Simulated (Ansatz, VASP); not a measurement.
**Two plane-wave programs on WS2**

Contents of INCAR:

```
SYSTEM = WS2
  PREC = Accurate
  ENCUT = 520
  EDIFF = 1E-6
  ISMEAR = 0
  SIGMA = 0.05
  LREAL = .False.
  LASPH = .True.
  NELM = 80
  ALGO = Normal
  ISIF = 2
  LWAVE = .False.
  LCHARG = .False.
  GGA = PE
  IVDW = 12
  NBANDS = 35
```

Contents of KPOINTS:

```
regular mesh
0
Gamma
  12 12 4
  0 0 0
```

Contents of POSCAR:

```
WS2
1.0
    3.3977658036      0.0000000000      0.0000000000
   -1.6988829018      2.9425515020      0.0000000000
    0.0000000000      0.0000000000     10.4618527531
W S
2 4
Direct
    0.3333333333      0.6666666667      0.2500000000
    0.6666666667      0.3333333333      0.7500000000
    0.3333333333      0.6666666667      0.6202873801
    0.6666666667      0.3333333333      0.1202873801
    0.3333333333      0.6666666667      0.8797126199
    0.6666666667      0.3333333333      0.3797126199
```

Input for Ansatz:

```yaml
crystal:
  lattice:
    - [3.3977658036, 0.0, 0.0]
    - [-1.6988829018, 2.942551502, 0.0]
    - [0.0, 0.0, 10.4618527531]
  atoms:
    - { symbol: W, position: [0.3333333333, 0.6666666667, 0.25] }
    - { symbol: W, position: [0.6666666667, 0.3333333333, 0.75] }
    - { symbol: S, position: [0.3333333333, 0.6666666667, 0.6202873801] }
    - { symbol: S, position: [0.6666666667, 0.3333333333, 0.1202873801] }
    - { symbol: S, position: [0.3333333333, 0.6666666667, 0.8797126199] }
    - { symbol: S, position: [0.6666666667, 0.3333333333, 0.3797126199] }
basis:
  ecutwfc: 420
kpoints:
  mp_grid: { grid: [12, 12, 4] }
hamiltonian:
  xc: pbe
  dispersion: d3bj
scf:
  occupations: { method: gaussian, width: 0.05 }
output:
  forces: true
  stress: true
  eigenvalues: true
```

Alike in both runs: task single point; functional PBE; dispersion D3(BJ); k mesh 12 × 12 × 4; occupations gaussian, width 0.05 eV; no spin polarisation.

|  | VASP | Ansatz |
| --- | --- | --- |
| version | VASP 6.6.1 | Ansatz 0.2.0 |
| potentials or method | VASP PAW PBE potentials, release 64 (W_sv, S), cutoff 520 eV | scalar-relativistic, plane waves, PAW |
| valence electrons in the cell | 52 | 52 |

```csv
,VASP,Ansatz,Ansatz less VASP
gap on the k mesh at the Fermi level (eV),none,none,-
pressure (GPa),3.3,3.3,+0.02
"traceless stress, the component that is largest in VASP (GPa)",25.67,25.61,-0.055
rms of the force components (eV/Å),1.078,1.075,-0.0034
```

Atom by atom the forces differ by 0.003 eV/Å (rms over components). A gap of «none» marks a metal or a gap that the smearing closes.

Neither program's run includes spin-orbit coupling.
